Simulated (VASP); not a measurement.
# SiC (Cm) in VASP: further runs

SiC is run at these levels: r2SCAN; tasks: single point.

Program: VASP 6.6.1. These are calculated values, not measurements. Logs are shortened: lines on timing, memory, paths and dates and some standing lists are left out, and cuts for length are marked.

### 1 The cell of the first run

The structure is monoclinic, space group Cm (No. 8). The conventional cell has a = 5.326 Å, b = 3.075 Å, c = 5.048 Å, α = 90.00°, β = 90.00°, γ = 90.00°. Within 2.4 Å of Si (site symmetry m) lie 4 C at 1.78 to 2.38 Å. Within 2.0 Å of Si (site symmetry m) lie 2 C at 1.53 to 1.79 Å. C (site symmetry m) has 2 Si at 1.53 to 1.79 Å within 2.0 Å. Within 2.4 Å of C (site symmetry m) lie 4 Si at 1.78 to 2.38 Å.

### 2 Single point, r2SCAN

POSCAR

```
SiC
1.0
    3.0751950059      0.0000000000      0.0000000000
   -1.5375975029      2.6631969967      0.0000000000
    0.0000000000      0.0000000000      5.0481668544
Si C
2 2
Direct
    0.5103625779      0.7551812889      0.0375849621
    0.8436959112      0.4218479556      0.5375849621
    0.3333333333      0.6666666667      0.3803971172
    0.6666666667      0.3333333333      0.8803971172
```

INCAR.step1

```
SYSTEM = SiC
PREC = Accurate ; ENCUT = 520
ISMEAR = 0 ; SIGMA = 0.05
LREAL = .FALSE. ; LASPH = .TRUE.
NELM = 60 ; NBANDS = 16
GGA = PE ; ALGO = Normal
EDIFF = 1E-4 ; LWAVE = .TRUE.
LCHARG = .FALSE.
```

INCAR.step2

```
SYSTEM = SiC
PREC = Accurate ; ENCUT = 520
EDIFF = 1E-6 ; ISMEAR = 0
SIGMA = 0.05 ; LREAL = .FALSE.
LASPH = .TRUE. ; NELM = 60
ALGO = Normal ; ISIF = 2
LWAVE = .FALSE. ; LCHARG = .TRUE.
METAGGA = R2SCAN ; LMIXTAU = .TRUE.
LELF = .TRUE. ; LVHAR = .TRUE.
NBANDS = 16 ; ISTART = 1
```

KPOINTS

```
regular mesh
0
G
  12 12 6
  0 0 0
```

Potentials or basis: VASP PAW PBE potentials, release 64 (Si, C).

The run is started by

```
cat potpaw_PBE.64/Si/POTCAR potpaw_PBE.64/C/POTCAR > POTCAR
cp INCAR.step1 INCAR
mpirun -np 1 vasp_std > vasp.out
cp INCAR.step2 INCAR
mpirun -np 1 vasp_std > vasp.out
```

OUTCAR:

```text
SYSTEM = SiC
   PREC = Accurate
   ENCUT = 520
   EDIFF = 1E-6
   ISMEAR = 0
   LREAL = .FALSE.
   LASPH = .TRUE.
   NELM = 60
   ISIF = 2
   METAGGA = R2SCAN
   ISTART = 1

 ion  position               nearest neighbor table
   1  0.510  0.755  0.038-   4 1.78   4 1.78   3 1.79   4 2.38   2 3.09   2 3.09   2 3.09   2 3.09
                             2 3.09   2 3.09
   2  0.844  0.422  0.538-   3 1.53   4 1.79   3 2.20   3 2.20   1 3.09   1 3.09   1 3.09   1 3.09
                             1 3.09   1 3.09
   3  0.333  0.667  0.380-   2 1.53   1 1.79   2 2.20   2 2.20
   4  0.667  0.333  0.880-   1 1.78   1 1.78   2 1.79   1 2.38

  LATTYP: Found a hexagonal cell.
 ALAT       =     3.0751950059
 C/A-ratio  =     1.6415761748

  Lattice vectors:

 A1 = (   3.0751950059,   0.0000000000,   0.0000000000)
 A2 = (  -1.5375975029,   2.6631969967,   0.0000000000)
 A3 = (   0.0000000000,   0.0000000000,   5.0481668544)

Analysis of symmetry for initial positions (statically):
=====================================================================
 Subroutine PRICEL returns:
 Original cell was already a primitive cell.

 Routine SETGRP: Setting up the symmetry group for a
 hexagonal supercell.

 Subroutine GETGRP returns: Found  2 space group operations
 (whereof  2 operations were pure point group operations)
 out of a pool of 24 trial point group operations.

The static configuration has the point symmetry C_1h.

Analysis of symmetry for dynamics (positions and initial velocities):
=====================================================================
 Subroutine PRICEL returns:
 Original cell was already a primitive cell.

 Routine SETGRP: Setting up the symmetry group for a
 hexagonal supercell.

 Subroutine GETGRP returns: Found  2 space group operations
 (whereof  2 operations were pure point group operations)
 out of a pool of 24 trial point group operations.

The dynamic configuration has the point symmetry C_1h.

 Subroutine INISYM returns: Found  2 space group operations
 (whereof  2 operations are pure point group operations),
 and found     1 'primitive' translations

----------------------------------------------------------------------------------------

                                     Primitive cell

  volume of cell :      41.3437

  direct lattice vectors                    reciprocal lattice vectors
     3.075195006  0.000000000  0.000000000     0.325182630  0.187744279  0.000000000
    -1.537597503  2.663196997  0.000000000     0.000000000  0.375488558  0.000000000
     0.000000000  0.000000000  5.048166854     0.000000000  0.000000000  0.198091709

  length of vectors
     3.075195006  3.075195006  5.048166854     0.375488558  0.375488558  0.198091709

  position of ions in fractional coordinates (direct lattice)
     0.510362578  0.755181289  0.037584962
     0.843695911  0.421847956  0.537584962
     0.333333333  0.666666667  0.380397117
     0.666666667  0.333333333  0.880397117

  ion indices of the primitive-cell ions
   primitive index   ion index
                 1           1
                 2           2
                 3           3
                 4           4

----------------------------------------------------------------------------------------

 KPOINTS: regular mesh

Automatic generation of k-mesh.
 Grid dimensions read from file:
 generate k-points for:   12   12    6

 Generating k-lattice:

  Cartesian coordinates                     Fractional coordinates (reciprocal lattice)
     0.027098553  0.015645357  0.000000000     0.083333333  0.000000000  0.000000000
     0.000000000  0.031290713  0.000000000     0.000000000  0.083333333  0.000000000
     0.000000000  0.000000000  0.033015285     0.000000000  0.000000000  0.166666667

  Length of vectors
     0.031290713  0.031290713  0.033015285

  Shift w.r.t. Gamma in fractional coordinates (k-lattice)
     0.000000000  0.000000000  0.000000000

 Subroutine IBZKPT returns following result:
 ===========================================

 Found    242 irreducible k-points:

 Following reciprocal coordinates:
            Coordinates               Weight
  0.000000  0.000000  0.000000      1.000000
  0.083333  0.000000  0.000000      2.000000
  0.000000  0.083333  0.000000      4.000000
  0.166667  0.000000  0.000000      2.000000
  0.000000  0.166667  0.000000      4.000000
  0.250000  0.000000  0.000000      2.000000
[... 16 lines left out ...]
 -0.083333  0.416667  0.000000      4.000000
 -0.416667  0.333333  0.000000      4.000000
 [... further k-points ...]
   k-points           NKPTS =    242   k-points in BZ     NKDIM =    242   number of bands    NBANDS=     16
   number of dos      NEDOS =    301   number of ions     NIONS =      4
   total plane-waves  NPLWV =  23040
   dimension x,y,z NGX =    24 NGY =   24 NGZ =   40
   dimension x,y,z NGXF=    48 NGYF=   48 NGZF=   80
   ions per type =               2   2
   NGX,Y,Z   is equivalent  to a cutoff of  12.97, 12.97, 13.17 a.u.
   NGXF,Y,Z  is equivalent  to a cutoff of  25.95, 25.95, 26.35 a.u.
 SYSTEM =  SiC
   PREC   = accura    normal or accurate (medium, high low for compatibility)
   ISTART =      1    job   : 0-new  1-cont  2-samecut
   ICHARG =      0    charge: 1-file 2-atom 10-const
   ISPIN  =      1    spin polarized calculation?
   LNONCOLLINEAR =      F non collinear calculations
   LSORBIT =      F    spin-orbit coupling
   LASPH  =      T    aspherical Exc in radial PAW
   ENCUT  =  520.0 eV  38.22 Ry    6.18 a.u.   5.72  5.72  9.39*2*pi/ulx,y,z
   NELM   =     60;   NELMIN=  2; NELMDL=  0     # of ELM steps
   EDIFF  = 0.1E-05   stopping-criterion for ELM
   LREAL  =      F    real-space projection
   EDIFFG = 0.1E-04   stopping-criterion for IOM
   NSW    =      0    number of steps for IOM
   IBRION =     -1    ionic relax: 0-MD 1-quasi-New 2-CG
   NFREE  =      0    steps in history (QN), initial steepest desc. (CG)
   ISIF   =      2    stress and relaxation
   ISYM   =      2    0-nonsym 1-usesym 2-fastsym
   POTIM  = 0.5000    time-step for ionic-motion
   TEBEG  =    0.0;   TEEND  =   0.0 temperature during run
   PSTRESS=    0.0 pullay stress
   NELECT =      16.0000    total number of electrons
   NUPDOWN=      -1.0000    fix difference up-down
   EMIN   =  10.00;   EMAX   =-10.00  energy-range for DOS
   EFERMI =   0.00;   METHOD = LEGACY
   ISMEAR =     0;   SIGMA  =   0.05  broadening in eV -4-tet -1-fermi 0-gaus
   EFERMI_NEDOS =   21; number of points for ismear=-14 and -15
   IALGO  =     38    algorithm
   IMIX   =      4    mixing-type and parameters
     AMIX     =   0.40;   BMIX     =  1.00
     AMIX_MAG =   1.60;   BMIX_MAG =  1.00
  volume/ion in A,a.u.               =      10.34        69.75
  Fermi-wavevector in a.u.,A,eV,Ry     =   1.193012  2.254466 19.364879  1.423278
  Thomas-Fermi vector in A             =   2.329037
   LORBIT       =      0    0 simple, 1 ext, 2 COOP (PROOUT), +10 PAW based schemes
   METAGGA = R2SCAN    functional components
   LHFCALC =     F    Hartree Fock is set to
   AEXX    =    0.0000 exact exchange contribution
   IVDW    =     0    specifies the selected vdW correction
   LEPSILON=     F    determine dielectric tensor
   LRPA    =     F    only Hartree local field effects (RPA)
 non-spin polarized calculation
 Gauss-broadening in eV      SIGMA  =   0.05
  energy-cutoff  :      520.00
  volume of cell :       41.34
 maximum number of plane-waves:      1126
   NGX = 11   NGY = 11   NGZ = 19

 number of electron      15.9999999 magnetization

 Free energy of the ion-electron system (eV)
  ---------------------------------------------------
  ext. energy  EPLUGINS =         0.00000000
  ---------------------------------------------------
  free energy    TOTEN  =       -34.86604667 eV

  energy without entropy =      -34.86604663  energy(sigma->0) =      -34.86604665

 E-fermi :   9.5893     XC(G=0): -11.9408

 val. band max:        9.4535707686   @ k =   0.0000   0.0000   0.0000
 cond. band min:       9.7309674243   @ k =   0.3333   0.3333   0.0000
 fundamental gap:      0.2773966557
 Fermi energy:         9.5893184375

 k-point     1 :       0.0000    0.0000    0.0000
  band No.  band energies     occupation
      1      -8.2930      2.00000
      2      -4.5961      2.00000
      3      -1.3713      2.00000
      4       5.7680      2.00000
      5       6.1095      2.00000
      6       7.5234      2.00000
[... 8 lines left out ...]
     15      18.3468      0.00000
     16      19.7118      0.00000

 k-point     2 :       0.0833    0.0000    0.0000
  band No.  band energies     occupation
      1      -8.1700      2.00000
      2      -4.5019      2.00000
      3      -1.2577      2.00000
      4       5.4185      2.00000
      5       5.9634      2.00000
      6       7.1073      2.00000
[... 8 lines left out ...]
     15      18.3179      0.00000
     16      19.5201      0.00000

 k-point     3 :       0.0000    0.0833    0.0000
  band No.  band energies     occupation
      1      -8.1705      2.00000
      2      -4.4996      2.00000
      3      -1.2587      2.00000
      4       5.4989      2.00000
      5       5.7392      2.00000
      6       7.2106      2.00000
[... 8 lines left out ...]
     15      18.4072      0.00000
     16      19.2676      0.00000

 k-point     4 :       0.1667    0.0000    0.0000
  band No.  band energies     occupation
      1      -7.8045      2.00000
      2      -4.2334      2.00000
      3      -0.9254      2.00000
      4       4.3364      2.00000
      5       5.5993      2.00000
      6       6.2750      2.00000
[... 8 lines left out ...]
     15      18.4591      0.00000
     16      19.4917      0.00000

 k-point     5 :       0.0000    0.1667    0.0000
  band No.  band energies     occupation
      1      -7.8069      2.00000
      2      -4.2222      2.00000
      3      -0.9304      2.00000
      4       4.2846      2.00000
      5       5.2277      2.00000
      6       6.5679      2.00000
[... 8 lines left out ...]
     15      18.4526      0.00000
     16      18.9689      0.00000

 k-point     6 :       0.2500    0.0000    0.0000
  band No.  band energies     occupation
      1      -7.2098      2.00000
      2      -3.8471      2.00000
      3      -0.4121      2.00000
      4       2.8958      2.00000
      5       5.1466      2.00000
      6       5.1655      2.00000
[... 8 lines left out ...]
     15      19.5019      0.00000
     16      19.6002      0.00000
[... 267 lines left out ...]
 k-point    21 :      -0.3333    0.2500    0.0000
  band No.  band energies     occupation
      1      -6.7586      2.00000
      2      -3.5569      2.00000
      3      -0.0856      2.00000
      4       2.1674      2.00000
      5       3.6873      2.00000
      6       5.5735      2.00000
[... 8 lines left out ...]
     15      18.9659      0.00000
     16      20.1526      0.00000

 k-point    22 :       0.3333    0.0833    0.0000
  band No.  band energies     occupation
      1      -5.8871      2.00000
      2      -3.4080      2.00000
      3       0.3499      2.00000
      4       1.5321      2.00000
      5       3.2697      2.00000
      6       4.2218      2.00000
[... 8 lines left out ...]
     15      20.0137      0.00000
     16      21.3823      0.00000

 k-point    23 :      -0.0833    0.4167    0.0000
  band No.  band energies     occupation
      1      -5.9259      2.00000
      2      -3.2336      2.00000
      3       0.0278      2.00000
      4       1.4754      2.00000
      5       3.0213      2.00000
      6       4.5949      2.00000
[... 8 lines left out ...]
     15      19.8425      0.00000
     16      21.3965      0.00000

 k-point    24 :      -0.4167    0.3333    0.0000
  band No.  band energies     occupation
      1      -5.9174      2.00000
      2      -3.2739      2.00000
      3       0.1221      2.00000
      4       1.4832      2.00000
      5       2.9063      2.00000
      6       4.7007      2.00000
[... 8 lines left out ...]
     15      19.8187      0.00000
     16      20.9262      0.00000

 [... further k-points ...]

------------------------ aborting loop because EDIFF is reached ----------------------------------------

  FORCE on cell =-STRESS in cart. coord.  units (eV):
  Direction    XX          YY          ZZ          XY          YZ          ZX
  --------------------------------------------------------------------------------------
  -------------------------------------------------------------------------------------
  Total        7.9682698      3.8387025      5.9863621      3.5763102     -3.8130191     -6.6043378
  in kB      308.7912312    148.7597310    231.9871405    138.5913446   -147.7644338   -255.9353115
  external PRESSURE =     229.8460342 kB  Pullay stress =       0.0000000 kB

 VOLUME and BASIS-vectors are now :
 -----------------------------------------------------------------------------
  energy-cutoff  :      520.00
  volume of cell :       41.34
      direct lattice vectors                 reciprocal lattice vectors
     3.075195006  0.000000000  0.000000000     0.325182630  0.187744279  0.000000000
    -1.537597503  2.663196997  0.000000000     0.000000000  0.375488558  0.000000000
     0.000000000  0.000000000  5.048166854     0.000000000  0.000000000  0.198091709

 POSITION                                       TOTAL-FORCE (eV/Angst)
 -----------------------------------------------------------------------------------
      0.40830      2.01120      0.18974        -2.401422     -1.386462     -0.604518
      1.94590      1.12346      2.71382       -10.477155     -6.048988      3.129613
     -0.00000      1.77546      1.92031        10.540706      6.085679     -3.364735
      1.53760      0.88773      4.44439         2.337871      1.349771      0.839640
 -----------------------------------------------------------------------------------
    total drift:                               -0.000094     -0.000056     -0.000138

  FREE ENERGIE OF THE ION-ELECTRON SYSTEM (eV)
  ---------------------------------------------------
  free  energy   TOTEN  =       -34.8660466680 eV

  energy  without entropy=      -34.8660466261  energy(sigma->0) =      -34.86604665
```

Run time: 5.2 min. Hardware: 1 thread of Intel Xeon Platinum 8488C (Sapphire Rapids), shared host; peak memory 0.26 GiB.

Results:

```
Free energy            : -34.8660 eV
Pressure               : 23.0 GPa
Largest force          : 12.628 eV/Å
Band gap on the k mesh : 0.28 eV, indirect (least direct gap 2.63 eV)
```

Forces in eV/Å, atoms in the order of the input:
```
Si   -2.401  -1.386  -0.605
Si  -10.477  -6.049   3.130
C    10.541   6.086  -3.365
C     2.338   1.350   0.840
```

Levels at points of the mesh, in eV from the valence-band top:
```
           k point  band 6  band 7  band 8  band 9  band 10  band 11
(0.00, 0.00, 0.00)   -1.93   -0.55    0.00    3.05     4.56     5.73
(0.50, 0.00, 0.00)   -5.32   -5.01   -2.17    1.92     2.60     5.55
(0.00, 0.50, 0.00)   -5.56   -3.82   -1.69    0.94     1.92     4.99
(0.00, 0.00, 0.50)   -2.45   -0.68   -0.27    3.96     4.39     5.20
(0.50, 0.00, 0.50)   -4.59   -3.43   -3.03    1.57     2.22     3.65
(0.00, 0.50, 0.50)   -4.53   -2.69   -2.23    1.49     1.70     3.70
```

Caveat: the cell differs from its parent crystal (all Si atoms moved -0.500 Å, as atom 1 towards its neighbour atom 4 (C) at 1.883 Å); the PAW data sets were made with another functional, which shifts forces and pressure a little.

(Continued in part 2 of 2.)
